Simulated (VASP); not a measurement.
# Si4O in VASP: a series of runs

Si4O is run at these levels: PBE+D3(BJ); tasks: single point.

Everything below comes from runs of VASP 6.6.1. Logs are shortened: lines on timing, memory, paths and dates and some standing lists are left out, and cuts for length are marked.

### 1 The cell of the first run

The cell holds a slab with vacuum, 5 atoms: a = 3.833 Å, b = 3.833 Å, c = 21.203 Å, α = 90.00°, β = 90.00°, γ = 90.00°.

### 2 Single point, PBE+D3(BJ), collinear spin, ferromagnetic start

The input, INCAR:

```
ALGO = Normal
DIPOL = 0.5 0.5 0.329
EDIFF = 1E-7
ENCUT = 520
GGA = PE
IDIPOL = 3
ISIF = 2
ISMEAR = 0
ISPIN = 2
IVDW = 12
LASPH = T
LCHARG = T
LDIPOL = T
LELF = T
LORBIT = 11
LREAL = F
LVACPOTAV = T
LVHAR = T
LWAVE = F
MAGMOM = 0 0 0 0 2
NBANDS = 23
NELM = 150
PREC = Accurate
SIGMA = 0.05
```

The input, KPOINTS:

```
k-points
0
Gamma
  7 7 1
```

The input, POSCAR:

```
Si4O
1.0
    3.8333442603      0.0000000000      0.0000000000
    0.0000000000      3.8333442603      0.0000000000
    0.0000000000      0.0000000000     21.2034818054
Si O
4 1
Direct
    0.0000000000      0.5000000000      0.1886482624
    0.0000000000      0.0000000000      0.2525666261
    0.5000000000      0.0000000000      0.3191936744
    0.5000000000      0.5000000000      0.3821769405
    0.5000000000      1.0000000000      0.5000821046
```

Potentials or basis: VASP PAW PBE potentials, release 64 (Si, O).

Run with:

```console
$ cat potpaw_PBE.64/Si/POTCAR potpaw_PBE.64/O/POTCAR > POTCAR
$ mpirun -np 1 vasp_std > vasp.out
```

OUTCAR:

```text
EDIFF = 1E-7
   ENCUT = 520
   GGA = PE
   ISIF = 2
   ISMEAR = 0
   ISPIN = 2
   IVDW = 12
   LASPH = T
   LORBIT = 11
   LREAL = F
   NELM = 150
   PREC = Accurate
 IVDW          = 12

 ion  position               nearest neighbor table
   1  0.000  0.500  0.189-   2 2.35   2 2.35
   2  0.000  0.000  0.253-   1 2.35   1 2.35   3 2.38   3 2.38
   3  0.500  0.000  0.319-   4 2.34   4 2.34   2 2.38   2 2.38
   4  0.500  0.500  0.382-   3 2.34   3 2.34
   5  0.500  0.000  0.500-

  LATTYP: Found a simple tetragonal cell.
 ALAT       =     3.8333442603
 C/A-ratio  =     5.5313273125

  Lattice vectors:

 A1 = (   3.8333442603,   0.0000000000,   0.0000000000)
 A2 = (   0.0000000000,   3.8333442603,   0.0000000000)
 A3 = (   0.0000000000,   0.0000000000,  21.2034818054)

Analysis of symmetry for initial positions (statically):
=====================================================================
 Subroutine PRICEL returns:
 Original cell was already a primitive cell.

 Routine SETGRP: Setting up the symmetry group for a
 simple tetragonal supercell.

 Subroutine GETGRP returns: Found  4 space group operations
 (whereof  4 operations were pure point group operations)
 out of a pool of 16 trial point group operations.

The static configuration has the point symmetry C_2v.

Analysis of symmetry for dynamics (positions and initial velocities):
=====================================================================
 Subroutine PRICEL returns:
 Original cell was already a primitive cell.

 Routine SETGRP: Setting up the symmetry group for a
 simple tetragonal supercell.

 Subroutine GETGRP returns: Found  4 space group operations
 (whereof  4 operations were pure point group operations)
 out of a pool of 16 trial point group operations.

The dynamic configuration has the point symmetry C_2v.

Analysis of structural, dynamic, and magnetic symmetry:
=====================================================================
 Subroutine PRICEL returns:
 Original cell was already a primitive cell.

 Routine SETGRP: Setting up the symmetry group for a
 simple tetragonal supercell.

 Subroutine GETGRP returns: Found  4 space group operations
 (whereof  4 operations were pure point group operations)
 out of a pool of 16 trial point group operations.

The overall configuration has the point symmetry C_2v.

 Subroutine INISYM returns: Found  4 space group operations
 (whereof  4 operations are pure point group operations),
 and found     1 'primitive' translations

----------------------------------------------------------------------------------------

                                     Primitive cell

  volume of cell :     311.5752

  direct lattice vectors                    reciprocal lattice vectors
     3.833344260  0.000000000  0.000000000     0.260868822  0.000000000  0.000000000
     0.000000000  3.833344260  0.000000000     0.000000000  0.260868822  0.000000000
     0.000000000  0.000000000 21.203481805     0.000000000  0.000000000  0.047162066

  length of vectors
     3.833344260  3.833344260 21.203481805     0.260868822  0.260868822  0.047162066

  position of ions in fractional coordinates (direct lattice)
     0.000000000  0.500000000  0.188648262
     0.000000000  0.000000000  0.252566626
     0.500000000  0.000000000  0.319193674
     0.500000000  0.500000000  0.382176941
     0.500000000  0.000000000  0.500082105

  ion indices of the primitive-cell ions
   primitive index   ion index
                 1           1
                 2           2
                 3           3
                 4           4
                 5           5

----------------------------------------------------------------------------------------

 KPOINTS: k-points

Automatic generation of k-mesh.
[... 22 lines left out ...]
            Coordinates               Weight
  0.000000  0.000000  0.000000      1.000000
  0.142857  0.000000  0.000000      2.000000
  0.000000  0.142857  0.000000      2.000000
  0.285714  0.000000  0.000000      2.000000
  0.000000  0.285714  0.000000      2.000000
  0.428571  0.000000  0.000000      2.000000
[... 8 lines left out ...]
 -0.285714  0.428571  0.000000      4.000000
  0.428571  0.428571  0.000000      4.000000
   k-points           NKPTS =     16   k-points in BZ     NKDIM =     16   number of bands    NBANDS=     23
   number of dos      NEDOS =    301   number of ions     NIONS =      5
   total plane-waves  NPLWV = 144000
   dimension x,y,z NGX =    30 NGY =   30 NGZ =  160
   dimension x,y,z NGXF=    60 NGYF=   60 NGZF=  320
   ions per type =               4   1
   NGX,Y,Z   is equivalent  to a cutoff of  13.01, 13.01, 12.54 a.u.
   NGXF,Y,Z  is equivalent  to a cutoff of  26.02, 26.02, 25.09 a.u.
 SYSTEM =  unknown system
   PREC   = accura    normal or accurate (medium, high low for compatibility)
   ISTART =      0    job   : 0-new  1-cont  2-samecut
   ICHARG =      2    charge: 1-file 2-atom 10-const
   ISPIN  =      2    spin polarized calculation?
   LNONCOLLINEAR =      F non collinear calculations
   LSORBIT =      F    spin-orbit coupling
   LASPH  =      T    aspherical Exc in radial PAW
   ENCUT  =  520.0 eV  38.22 Ry    6.18 a.u.   7.13  7.13 39.42*2*pi/ulx,y,z
   NELM   =    150;   NELMIN=  2; NELMDL= -5     # of ELM steps
   EDIFF  = 0.1E-06   stopping-criterion for ELM
   LREAL  =      F    real-space projection
   EDIFFG = 0.1E-05   stopping-criterion for IOM
   NSW    =      0    number of steps for IOM
   IBRION =     -1    ionic relax: 0-MD 1-quasi-New 2-CG
   NFREE  =      0    steps in history (QN), initial steepest desc. (CG)
   ISIF   =      2    stress and relaxation
   ISYM   =      2    0-nonsym 1-usesym 2-fastsym
   POTIM  = 0.5000    time-step for ionic-motion
   TEBEG  =    0.0;   TEEND  =   0.0 temperature during run
   PSTRESS=    0.0 pullay stress
   NELECT =      22.0000    total number of electrons
   NUPDOWN=      -1.0000    fix difference up-down
   EMIN   =  10.00;   EMAX   =-10.00  energy-range for DOS
   EFERMI =   0.00;   METHOD = LEGACY
   ISMEAR =     0;   SIGMA  =   0.05  broadening in eV -4-tet -1-fermi 0-gaus
   EFERMI_NEDOS =   21; number of points for ismear=-14 and -15
   IALGO  =     38    algorithm
   IMIX   =      4    mixing-type and parameters
     AMIX     =   0.40;   BMIX     =  1.00
     AMIX_MAG =   1.60;   BMIX_MAG =  1.00
  volume/ion in A,a.u.               =      62.32       420.52
  Fermi-wavevector in a.u.,A,eV,Ry     =   0.676646  1.278675  6.229423  0.457850
  Thomas-Fermi vector in A             =   1.754020
   LORBIT       =     11    0 simple, 1 ext, 2 COOP (PROOUT), +10 PAW based schemes
   GGA     = PE    functional components
   LHFCALC =     F    Hartree Fock is set to
   AEXX    =    0.0000 exact exchange contribution
   IVDW    =    12    specifies the selected vdW correction
   LEPSILON=     F    determine dielectric tensor
   LRPA    =     F    only Hartree local field effects (RPA)
 spin polarized calculation
 Gauss-broadening in eV      SIGMA  =   0.05
  energy-cutoff  :      520.00
  volume of cell :      311.58
 maximum number of plane-waves:      8422
 NGX is ok and might be reduce to    30
   NGX = 15   NGY = 15   NGZ = 79

 dipolmoment           0.000000      0.000000     -0.000017 electrons x Angstroem

 number of electron      21.9999999 magnetization       2.0057230

 dipolmoment           0.000000      0.000000      0.179017 electrons x Angstroem

 Free energy of the ion-electron system (eV)
  ---------------------------------------------------
  ext. energy  EPLUGINS =         0.00000000
  ---------------------------------------------------
  free energy    TOTEN  =       -20.46868186 eV

  energy without entropy =      -20.46239247  energy(sigma->0) =      -20.46553717

 E-fermi :  -3.0449     XC(G=0):  -3.7971

 val. band max:       -3.0480779294   @ k =   0.1429   0.1429   0.0000
 cond. band min:      -3.0425383494   @ k =   0.0000   0.4286   0.0000
 fundamental gap:      0.0055395800
 Fermi energy:        -3.0449060321

 spin component 1

 k-point     1 :       0.0000    0.0000    0.0000
  band No.  band energies     occupation
      1     -20.6847      1.00000
      2     -13.9631      1.00000
      3     -11.8191      1.00000
      4      -8.4975      1.00000
      5      -6.3601      1.00000
      6      -5.6988      1.00000
[... 405 lines left out ...]
     22       5.5820      0.00000
     23       6.0394      0.00000
 Fermi energy:        -3.0449060321

 spin component 2

 k-point     1 :       0.0000    0.0000    0.0000
  band No.  band energies     occupation
      1     -17.7127      1.00000
      2     -13.9148      1.00000
      3     -11.7555      1.00000
      4      -8.4168      1.00000
      5      -4.9741      1.00000
      6      -4.7282      1.00000
[... 405 lines left out ...]
     22       5.6952      0.00000
     23       6.1004      0.00000

------------------------ aborting loop because EDIFF is reached ----------------------------------------

 Edisp (eV)   -0.99050

 E8    (eV) :    -0.4224

  FORCE on cell =-STRESS in cart. coord.  units (eV):
  Direction    XX          YY          ZZ          XY          YZ          ZX
  --------------------------------------------------------------------------------------
  -------------------------------------------------------------------------------------
  Total      -4.02935    -1.82754    -2.24335     0.00000     0.00000     0.00000
  in kB     -20.71966    -9.39754   -11.53572     0.00000     0.00000     0.00000
  external pressure =      -13.88 kB  Pullay stress =        0.00 kB

 VOLUME and BASIS-vectors are now :
 -----------------------------------------------------------------------------
  energy-cutoff  :      520.00
  volume of cell :      311.58
      direct lattice vectors                 reciprocal lattice vectors
     3.833344260  0.000000000  0.000000000     0.260868822  0.000000000  0.000000000
     0.000000000  3.833344260  0.000000000     0.000000000  0.260868822  0.000000000
     0.000000000  0.000000000 21.203481805     0.000000000  0.000000000  0.047162066

 POSITION                                       TOTAL-FORCE (eV/Angst)
 -----------------------------------------------------------------------------------
      0.00000      1.91667      4.00000         0.000000      0.000000      0.002806
      0.00000      0.00000      5.35529         0.000000      0.000000      0.117246
      1.91667      0.00000      6.76802         0.000000      0.000000      0.000413
      1.91667      1.91667      8.10348         0.000000      0.000000      0.629955
      1.91667      0.00000     10.60348         0.000000      0.000000     -0.750419
 -----------------------------------------------------------------------------------
    total drift:                                0.000000     -0.000000      0.000042

  FREE ENERGIE OF THE ION-ELECTRON SYSTEM (eV)
  ---------------------------------------------------
  free  energy   TOTEN  =       -21.4591776736 eV

  energy  without entropy=      -21.4528882779  energy(sigma->0) =      -21.45603298

 vacuum level on the upper side and lower side of the slab         4.540         2.336

 total charge

# of ion       s       p       d       tot
------------------------------------------
    1        0.862   0.721   0.000   1.583
    2        0.775   0.893   0.000   1.668
    3        0.778   0.896   0.000   1.674
    4        0.861   0.691   0.000   1.553
    5        1.619   2.968   0.000   4.586
--------------------------------------------------
tot          4.896   6.169   0.000  11.065

 magnetization (x)

# of ion       s       p       d       tot
------------------------------------------
    1        0.005   0.018   0.000   0.023
    2        0.001   0.005   0.000   0.006
    3        0.003   0.015   0.000   0.018
    4        0.022   0.041   0.000   0.062
    5        0.015   1.353   0.000   1.368
--------------------------------------------------
tot          0.046   1.432   0.000   1.478
```

Wall time 11 min (1 thread of Oxide Virtual Turin-like, shared host); peak memory 0.56 GiB.

Results:

```yaml
Free_energy: -21.4592 eV
Largest_force: 0.750 eV/Å
Band_gap_on_the_k_mesh: zero (filled and empty bands overlap)
Net_moment: 2.01 μB per cell
Site_moments: Si +0.02, +0.01, +0.06 (each value once); O +1.37 μB
Valence_electrons_inside_the_program's_atomic_spheres: Si 1.58, 1.67, 1.55 (each value once); O 4.59
Dispersion_energy_per_atom: -0.198 eV
```

Forces in eV/Å, atoms in the order of the input:
```
Si   0.000  0.000  0.003
Si   0.000  0.000  0.117
Si   0.000  0.000  0.000
Si   0.000  0.000  0.630
O    0.000  0.000 -0.750
```

### 3 Single point, PBE+D3(BJ), collinear spin, ferromagnetic start

The input, INCAR:

```
SYSTEM = Si4O
  ALGO = Normal
  DIPOL = 0.5 0.5 0.329
  EDIFF = 1E-6
  ENCUT = 520
  GGA = PE
  IDIPOL = 3
  ISIF = 2
  ISMEAR = 0
  ISPIN = 2
  IVDW = 12
  LASPH = .TRUE.
  LCHARG = .TRUE.
  LDIPOL = .TRUE.
  LELF = .TRUE.
  LORBIT = 11
  LREAL = .FALSE.
  LVACPOTAV = .TRUE.
  LVHAR = .TRUE.
  LWAVE = .FALSE.
  MAGMOM = 0 0 0 0 2
  NBANDS = 23
  NELM = 150
  PREC = Accurate
  SIGMA = 0.05
```

The input, KPOINTS:

```
k-points
0
G
  7 7 1
  0 0 0
```

Changes to POSCAR since step 2:

```diff
@@ -12,2 +12,2 @@
     0.5000000000      0.5000000000      0.3821769405
-    0.5000000000      1.0000000000      0.5000821046
+    1.0000000000      0.5000000000      0.5000821046
```

Potentials or basis: VASP PAW PBE potentials, release 64 (Si, O).

Run with:

```console
$ cat potpaw_PBE.64/Si/POTCAR potpaw_PBE.64/O/POTCAR > POTCAR
$ mpirun -np 1 vasp_std > vasp.out
```

It took 9 min on 1 thread of Oxide Virtual Turin-like, shared host; peak memory 0.55 GiB.

It converged, with:

```
Free energy                                           : -21.6302 eV
Largest force                                         : 1.341 eV/Å
Net moment                                            : 1.43 μB per cell
Site moments                                          : Si -0.03, -0.01, -0.02 (each value once); O +1.30 μB
Valence electrons inside the program's atomic spheres : Si 1.59, 1.67, 1.54 (each value once); O 4.59
Dispersion energy per atom                            : -0.198 eV
```

Forces in eV/Å, atoms in the order of the input:
```
Si   0.000  0.000 -0.124
Si   0.000  0.000  0.269
Si   0.000  0.000  0.093
Si   0.000  0.000  1.104
O    0.000  0.000 -1.341
```

Levels at points of the mesh, in eV from the Fermi level:
Spin up:
```
           k point  band 8  band 9  band 10  band 11  band 12  band 13  band 14  band 15  band 16  band 17
(0.00, 0.00, 0.00)   -1.82   -1.55    -1.26    -0.67     0.62     1.27     1.73     1.93     3.00     3.34
```
Spin down:
| k point | band 8 | band 9 | band 10 | band 11 | band 12 | band 13 |
| --- | --- | --- | --- | --- | --- | --- |
| (0.00, 0.00, 0.00) | -0.71 | -0.26 | -0.12 | 0.84 | 0.99 | 1.26 |

The gap in the log of VASP goes by the Fermi energy; the results here count the filled bands.